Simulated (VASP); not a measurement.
Input of a VASP 6.6.1 run:

File POSCAR:

```
Si2W
1.0
    3.2233354499      0.0000000000      0.0000000000
    0.0000000000      3.2233354499      0.0000000000
    0.0000000000      0.0000000000      7.6875469528
Si W
4 2
Direct
    0.0000000000      0.0000000000      0.3348248949
    0.5000000000      0.5000000000      0.1651751051
    0.5000000000      0.5000000000      0.8348248949
    0.0000000000      0.0000000000      0.6651751051
    0.0000000000      0.0000000000      0.0000000000
    0.5000000000      0.5000000000      0.5000000000
```

The input INCAR.step1:

```
SYSTEM = Si2W
ALGO     = Normal         ! electronic algorithm
EDIFF    = 1E-4           ! SCF threshold, eV
ENCUT    = 520            ! plane-wave cutoff, eV
GGA      = PE             ! functional
ISMEAR   = 0              ! smearing method
LASPH    = .TRUE.         ! aspherical terms in the spheres
LCHARG   = .FALSE.        ! write CHGCAR
LREAL    = .FALSE.        ! projectors in reciprocal space
LWAVE    = .TRUE.         ! write WAVECAR
NBANDS   = 31             ! bands
NELM     = 80             ! most SCF steps
PREC     = Accurate       ! precision mode
SIGMA    = 0.1            ! smearing width, eV
```

INCAR.step2

```
SYSTEM = Si2W
ALGO     = Normal         ! electronic algorithm
EDIFF    = 1E-6           ! SCF threshold, eV
ENCUT    = 520            ! plane-wave cutoff, eV
ISIF     = 2              ! what is computed and relaxed
ISMEAR   = 0              ! smearing method
ISTART   = 1            
LASPH    = .TRUE.         ! aspherical terms in the spheres
LCHARG   = .FALSE.        ! write CHGCAR
LMIXTAU  = .TRUE.       
LREAL    = .FALSE.        ! projectors in reciprocal space
LWAVE    = .FALSE.        ! write WAVECAR
METAGGA  = R2SCAN         ! meta-GGA
NBANDS   = 31             ! bands
NELM     = 80             ! most SCF steps
PREC     = Accurate       ! precision mode
SIGMA    = 0.1            ! smearing width, eV
```

Contents of KPOINTS:

```
k-points
0
G
  12 12 6
  0 0 0
```

Potentials or basis: VASP PAW PBE potentials, release 64 (Si, W_sv).

The run is started by

```bash
$ cat potpaw_PBE.64/Si/POTCAR potpaw_PBE.64/W_sv/POTCAR > POTCAR
$ cp INCAR.step1 INCAR
$ mpirun -np 1 vasp_std > vasp.out
$ cp INCAR.step2 INCAR
$ mpirun -np 1 vasp_std > vasp.out
```

Estimate the pressure.

2.7 GPa.

Estimate the largest force.

0.036 eV/Å.

Forces on the atoms (eV/Å):
```
Si   0.000  0.000 -0.036
Si   0.000  0.000  0.036
Si   0.000  0.000 -0.036
Si   0.000  0.000  0.036
W    0.000  0.000  0.000
W    0.000  0.000  0.000
```

Caveat: the cell differs from its parent crystal (uniaxial strain along c: -1.5 %); the stress differs along the axes, from -0 to 9 GPa; the PAW data sets were made with another functional, which shifts forces and pressure a little.
